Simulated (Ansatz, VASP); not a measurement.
One calculation of H, two programs

The input INCAR:

```
PREC = Accurate
ENCUT = 520
EDIFF = 1E-6
ISMEAR = 0
SIGMA = 0.02
LREAL = False
LASPH = True
NELM = 60
ALGO = Normal
ISIF = 2
LWAVE = False
LCHARG = True
GGA = PE
LELF = True
LVHAR = True
NBANDS = 10
```

File KPOINTS:

```
regular mesh
0
Gamma
  9 9 6
```

Contents of POSCAR:

```
H
1.0
    3.8711427836      0.0000000000      0.0000000000
   -1.9355713918      3.3525079923      0.0000000000
    0.0000000000      0.0000000000      5.0765865286
H
4
Direct
    0.3333333333      0.6666666667      0.1760596972
    0.6666666667      0.3333333333      0.6760596972
    0.6666666667      0.3333333333      0.8239403028
    0.3333333333      0.6666666667      0.3239403028
```

Input for Ansatz:

```yaml
crystal:
  lattice:
    - [3.8711427836, 0.0, 0.0]
    - [-1.9355713918, 3.3525079923, 0.0]
    - [0.0, 0.0, 5.0765865286]
  atoms:
    - { symbol: H, position: [0.3333333333, 0.6666666667, 0.1760596972] }
    - { symbol: H, position: [0.6666666667, 0.3333333333, 0.6760596972] }
    - { symbol: H, position: [0.6666666667, 0.3333333333, 0.8239403028] }
    - { symbol: H, position: [0.3333333333, 0.6666666667, 0.3239403028] }
basis:
  ecutwfc: 420
kpoints:
  mp_grid: { grid: [9, 9, 6] }
  band_path: { path: [VBM, CBM], npoints: 2 }
hamiltonian:
  xc: pbe
scf:
  occupations: { method: gaussian, width: 0.02 }
output:
  forces: false
  stress: false
  eigenvalues: true
checkpoint:
  read: start.run
  write: ck
  compress: false
  write_wavefunctions: false
  write_every: 100000
```

Alike in both runs: task single point; functional PBE; k mesh 9 × 9 × 6; occupations gaussian, width 0.02 eV; no spin polarisation.

|  | VASP | Ansatz |
| --- | --- | --- |
| version | VASP 6.6.1 | Ansatz 0.2.0 |
| potentials or method | VASP PAW PBE potentials, release 64 (H), cutoff 520 eV | scalar-relativistic, plane waves, PAW |
| valence electrons in the cell | 4 | 4 |

|  | VASP | Ansatz | Ansatz less VASP |
| --- | --- | --- | --- |
| gap on the k mesh at the Fermi level (eV) | 9.32 | 9.32 | -0.002 |
| least direct gap on the mesh (eV) | 9.32 | 9.32 | -0.002 |
